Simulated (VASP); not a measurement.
A run of VASP 6.6.1 is set up as follows.

POSCAR

```
VH
1.0
    0.0000000000      1.7841885347      1.7841885347
    1.7841885347      0.0000000000      1.7841885347
    1.7841885347      1.7841885347      0.0000000000
V H
1 1
Direct
    0.0000000000      0.0000000000      0.0000000000
    0.5000000000      0.5000000000      0.5000000000
```

INCAR.step1

```
SYSTEM = VH
ALGO     = Normal         ! electronic algorithm
EDIFF    = 1E-4           ! SCF threshold, eV
ENCUT    = 520            ! plane-wave cutoff, eV
GGA      = PE             ! functional
ISMEAR   = -1             ! smearing method
LASPH    = .True.         ! aspherical terms in the spheres
LCHARG   = .False.        ! write CHGCAR
LREAL    = .False.        ! projectors in reciprocal space
LWAVE    = .True.         ! write WAVECAR
NBANDS   = 14             ! bands
NELM     = 100            ! most SCF steps
PREC     = Accurate       ! precision mode
SIGMA    = 0.05           ! smearing width, eV
```

Contents of INCAR.step2:

```
SYSTEM = VH
ALGO     = Normal         ! electronic algorithm
EDIFF    = 1E-8           ! SCF threshold, eV
ENCUT    = 520            ! plane-wave cutoff, eV
ISIF     = 2              ! what is computed and relaxed
ISMEAR   = -1             ! smearing method
ISTART   = 1            
LASPH    = .True.         ! aspherical terms in the spheres
LCHARG   = .False.        ! write CHGCAR
LEFG     = .True.       
LMIXTAU  = .True.       
LREAL    = .False.        ! projectors in reciprocal space
LWAVE    = .False.        ! write WAVECAR
METAGGA  = R2SCAN         ! meta-GGA
NBANDS   = 14             ! bands
NELM     = 100            ! most SCF steps
PREC     = Accurate       ! precision mode
SIGMA    = 0.05           ! smearing width, eV
```

Contents of KPOINTS:

```
k-points
0
Gamma
  16 16 16
  0 0 0
```

Potentials or basis: VASP PAW PBE potentials, release 64 (V_sv, H).

Run with:

```sh
$ cat potpaw_PBE.64/V_sv/POTCAR potpaw_PBE.64/H/POTCAR > POTCAR
$ cp INCAR.step1 INCAR
$ mpirun -np 1 vasp_std > vasp.out
$ cp INCAR.step2 INCAR
$ mpirun -np 1 vasp_std > vasp.out
```

Q: Predict the band gap on the k mesh.

A: Zero (bands 7 and 8 overlap by 3.87 eV).

Q: Estimate the pressure.

A: 105.7 GPa.

Caveat: the cell stands under pressure; the PAW data sets were made with another functional, which shifts forces and pressure a little.
